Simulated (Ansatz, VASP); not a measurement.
## W in VASP and in Ansatz

The input INCAR:

```
PREC     = Accurate       # precision mode
ENCUT    = 520            # plane-wave cutoff, eV
EDIFF    = 1E-6           # SCF threshold, eV
ISMEAR   = 0              # smearing method
SIGMA    = 0.15           # smearing width, eV
LREAL    = False          # projectors in reciprocal space
LASPH    = True           # aspherical terms in the spheres
NELM     = 80             # most SCF steps
ALGO     = Normal         # electronic algorithm
ISIF     = 2              # what is computed and relaxed
LWAVE    = False          # write WAVECAR
LCHARG   = False          # write CHGCAR
GGA      = PE             # functional
NBANDS   = 13             # bands
```

File KPOINTS:

```
Automatic mesh
0
Gamma
  22 22 22
```

The input POSCAR:

```
W
1.0
   -1.6127881423      1.6127881423      1.6127881423
    1.6127881423     -1.6127881423      1.6127881423
    1.6127881423      1.6127881423     -1.6127881423
W
1
Direct
    0.0000000000      0.0000000000      0.0000000000
```

Input for Ansatz:

```yaml
crystal:
  lattice:
    - [-1.6127881423, 1.6127881423, 1.6127881423]
    - [1.6127881423, -1.6127881423, 1.6127881423]
    - [1.6127881423, 1.6127881423, -1.6127881423]
  atoms:
    - { symbol: W, position: [0.0, 0.0, 0.0] }
basis:
  ecutwfc: 420
kpoints:
  mp_grid: { grid: [22, 22, 22] }
hamiltonian:
  xc: pbe
  pseudopotentials: { kind: paw, azcp: { folder: soft_1 } }
scf:
  occupations: { method: gaussian, width: 0.15 }
output:
  forces: true
  stress: true
  eigenvalues: true
  write_density: true
  write_potential: true
  elf: true
  volumetric_format: npy
```

Alike in both runs: task single point; functional PBE; k mesh 22 × 22 × 22; occupations gaussian, width 0.15 eV; no spin polarisation.

|  | VASP | Ansatz |
| --- | --- | --- |
| version | VASP 6.6.1 | Ansatz 0.2.0 |
| potentials or method | VASP PAW PBE potentials, release 64 (W_sv), cutoff 520 eV | scalar-relativistic, plane waves, PAW |
| valence electrons in the cell | 14 | 14 |

VASP gave:

* gap on the k mesh at the Fermi level (eV): none
* pressure (GPa): -10.5

Question: What did Ansatz give for the same quantities?

Answer: gap on the k mesh at the Fermi level (eV): none; pressure (GPa): -10.8.

A gap of «none» marks a metal or a gap that the smearing closes.

Spin-orbit coupling is off throughout.
